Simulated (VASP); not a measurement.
**SnH2: relaxation of cell and atoms with PBEsol**

Crystal: SnH2.

```
Sn H
1.0
     0.00000    2.14620    2.14620
     2.14620    0.00000    2.14620
     2.14620    2.14620    0.00000
Sn H
1 2
Direct
  0.00000 0.00000 0.00000
  0.25000 0.25000 0.25000
  0.75000 0.75000 0.75000
```

```json
{"Program": "VASP 6.6.1", "Task": "relaxation of cell and atoms", "Functional": "PBEsol", "Potentials or basis": "VASP PAW PBE potentials, release 64 (Sn_d, H)", "Cutoff": "600 eV", "k mesh": "8 × 8 × 8", "Occupations": "fermi-dirac, width 0.03 eV", "Spin": "no spin polarisation", "Dipole correction": "no", "Further INCAR settings": "ALGO = Normal; EDIFF = 1e-07; IBRION = 2; EDIFFG = -0.01; NSW = 100; ISIF = 3"}
```

| Quantity | Value |
| --- | --- |
| Relaxed volume | 12.12 Å³/atom |
| Relaxed cell | a = 3.718 Å, b = 3.718 Å, c = 3.718 Å, α = 60.00°, β = 60.00°, γ = 60.00° |
| Space group after relaxing (to 0.1 Å) | Fm-3m (No. 225) |
| Energy gained by relaxing | 1184.6 meV/atom |
| Ionic steps | 4 |
| Pressure after relaxing | 0.0 GPa |
| Band gap on the k mesh | zero (bands 8 and 9 overlap by 5.75 eV) |

The path:
```
step  energy change (eV)  largest force (eV/Å)  pressure (GPa)  volume (Å³)
   1              0.0000                0.0000          117.15        19.77
   2             -3.5513                0.0000           -1.19        37.01
   3             -3.5495                0.0000            1.67        35.46
   4             -3.5539                0.0000           -0.04        36.35
```

Final structure:
```
Sn H
1.0
     0.00000    2.62914    2.62914
     2.62914    0.00000    2.62914
     2.62914    2.62914    0.00000
Sn H
1 2
Direct
  0.00000 0.00000 0.00000
  0.25000 0.25000 0.25000
  0.75000 0.75000 0.75000
```

Levels at points of the mesh, in eV from the Fermi level:
```
           k point  band 5  band 6  band 7  band 8  band 9  band 10  band 11  band 12
(0.00, 0.00, 0.00)  -21.67  -11.87   -0.86    4.66    4.66     4.66     5.63     8.04
(0.50, 0.00, 0.00)  -21.64   -8.50   -6.83    0.78    3.02     3.02     3.95     7.68
(0.50, 0.50, 0.00)  -21.63   -6.95   -6.21   -2.59    0.33     0.33     3.77    10.04
```

Run time: 34 s on 1 thread of Intel(R) Xeon(R) Platinum 8375C CPU @ 2.90GHz (Ice Lake) (shared host), peak memory 0.14 GiB.

Caveat: the volume moved by over 15 % at a fixed basis, so the end points are rough; the structure was generated, so it needn't be the stable form of SnH2; the PAW data sets were made with another functional, which shifts forces and pressure a little; spin-orbit coupling is left out, which moves the levels of the heavy elements.
